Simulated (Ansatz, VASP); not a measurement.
# Two plane-wave programs on Zr2SiO4

File INCAR:

```
  PREC = Accurate
  ENCUT = 520
  EDIFF = 1E-6
  ISMEAR = 0
  SIGMA = 0.05
  LREAL = False
  LASPH = True
  NELM = 200
  ALGO = Normal
  ISIF = 2
  LWAVE = False
  LCHARG = False
  ISPIN = 2
  MAGMOM = 0 0 0 0 0 0 2
  LORBIT = 11
  LMAXMIX = 4
  LDIPOL = True
  IDIPOL = 3
  DIPOL = 0.5 0.5 0.318
  GGA = PE
  IVDW = 12
  NBANDS = 39
  GGA_COMPAT = False
  NELMDL = -8
  KPAR = 4
```

File KPOINTS:

```
Automatic mesh
0
Gamma
  9 9 1
```

Contents of POSCAR:

```
Zr2SiO4
1.0
    3.5974414580      0.0000000000      0.0000000000
   -1.7987207290      3.1154756913      0.0000000000
    0.0000000000      0.0000000000     21.3728427344
O Zr Si
4 2 1
Direct
    0.0000000000      0.0000000000      0.1871533913
    0.3333333333      0.6666666667      0.2558690668
    0.6666666667      0.3333333333      0.3197992968
    0.0000000000      0.0000000000      0.3917514782
    0.6666666667      0.3333333333      0.2215112290
    0.3333333333      0.6666666667      0.3546358399
    0.0000000000      0.3333333333      0.4946858434
```

Input for Ansatz:

```yaml
crystal:
  lattice:
    - [3.597441458, 0.0, 0.0]
    - [-1.798720729, 3.1154756913, 0.0]
    - [0.0, 0.0, 21.3728427344]
  atoms:
    - { symbol: O, position: [0.0, 0.0, 0.1871533913] }
    - { symbol: Zr, position: [0.6666666667, 0.3333333333, 0.221511229] }
    - { symbol: O, position: [0.3333333333, 0.6666666667, 0.2558690668] }
    - { symbol: O, position: [0.6666666667, 0.3333333333, 0.3197992968] }
    - { symbol: Zr, position: [0.3333333333, 0.6666666667, 0.3546358399] }
    - { symbol: O, position: [0.0, 0.0, 0.3917514782] }
    - { symbol: Si, position: [0.0, 0.3333333333, 0.4946858434], spin: 2.0 }
basis:
  ecutwfc: 420
kpoints:
  mp_grid: { grid: [9, 9, 1] }
hamiltonian:
  xc: pbe
  pseudopotentials: { kind: paw, azcp: { folder: soft_1 } }
  dispersion: d3bj
scf:
  occupations: { method: gaussian, width: 0.05 }
output:
  forces: true
  eigenvalues: true
  populations: true
magnetization:
  spin_polarized: true
efield:
  axis: 3
  dipole_correction: true
  ramp_width: 0.04
```

Alike in both runs: task single point; functional PBE; dispersion D3(BJ); k mesh 9 × 9 × 1; occupations gaussian, width 0.05 eV; collinear spin.

|  | VASP | Ansatz |
| --- | --- | --- |
| version | VASP 6.6.1 | Ansatz 0.2.0 |
| potentials or method | VASP PAW PBE potentials, release 64 (O, Zr_sv, Si), cutoff 520 eV | scalar-relativistic, plane waves, PAW |
| valence electrons in the cell | 52 | 52 |

```tsv
	VASP	Ansatz	Ansatz less VASP
gap on the k mesh at the Fermi level (eV)	none	none	-
rms of the force components (eV/Å)	0.251	0.244	-0.0062
net moment per atom (μB)	0.02	0.02	-0.001
size of the moment on the site where the two differ most (μB)	0.04	0.04	+0.007
```

Site moments also hang on the region over which each program counts them. A gap of «none» marks a metal or a gap that the smearing closes. Ansatz's warnings: seeded moment not kept.
